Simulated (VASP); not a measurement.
Crystal: Sr2TeSe.

```
Se Te Sr
1.0
     2.35777    1.36126    7.70044
    -2.35777    1.36126    7.70044
     0.00000   -2.72252    7.70044
Se Te Sr
1 1 2
Direct
  0.00000 0.00000 0.00000
  0.50000 0.50000 0.50000
  0.25000 0.25000 0.25000
  0.75000 0.75000 0.75000
```

```yaml
Program: VASP 6.6.1
Task: relaxation of cell and atoms
Functional: PBE
Potentials_or_basis: VASP PAW PBE potentials, release 64 (Se, Te, Sr_sv)
Cutoff: 600 eV
k_mesh: 6 × 6 × 6
Occupations: fermi-dirac, width 0.02 eV
Spin: no spin polarisation
```

At the start: pressure -2.0 GPa; volume 37.07 Å³/atom.

Question: How do energy, volume and symmetry change on relaxing?

Answer: Over 14 steps the energy falls by 38.0 meV/atom and the volume is 34.55 Å³/atom (-6.8 %); space group R-3m (No. 166, to 0.1 Å) before and after.

The path:
```
step  energy change (eV)  largest force (eV/Å)  pressure (GPa)  volume (Å³)
   1              0.0000                0.7032           -1.97       148.29
   2             -0.1050                0.5842            0.03       138.72
   3             -0.1098                0.5449            0.67       136.28
   4             -0.1413                0.2628            0.39       136.93
   5             -0.1515                0.0029            0.16       137.55
   6             -0.1515                0.0135            0.16       137.57
   7             -0.1518                0.0009           -0.06       138.41
   8             -0.1519                0.0028           -0.01       138.19
   9             -0.1519                0.0026            0.01       138.21
  10             -0.1519                0.0008           -0.01       138.31
  11             -0.1519                0.0014           -0.04       138.28
  12             -0.1519                0.0022           -0.03       138.23
  13             -0.1519                0.0025           -0.02       138.22
  14             -0.1519                0.0002           -0.01       138.21
```

Final structure:
```yaml
crystal:
  lattice:
    - [2.30042, 1.32815, 7.53913]
    - [-2.30042, 1.32815, 7.53913]
    - [0.00000, -2.65630, 7.53913]
  atoms:
    - { symbol: Se, position: [0.00000, 0.00000, 0.00000] }
    - { symbol: Te, position: [0.50000, 0.50000, 0.50000] }
    - { symbol: Sr, position: [0.25500, 0.25500, 0.25500] }
    - { symbol: Sr, position: [0.74500, 0.74500, 0.74500] }
```
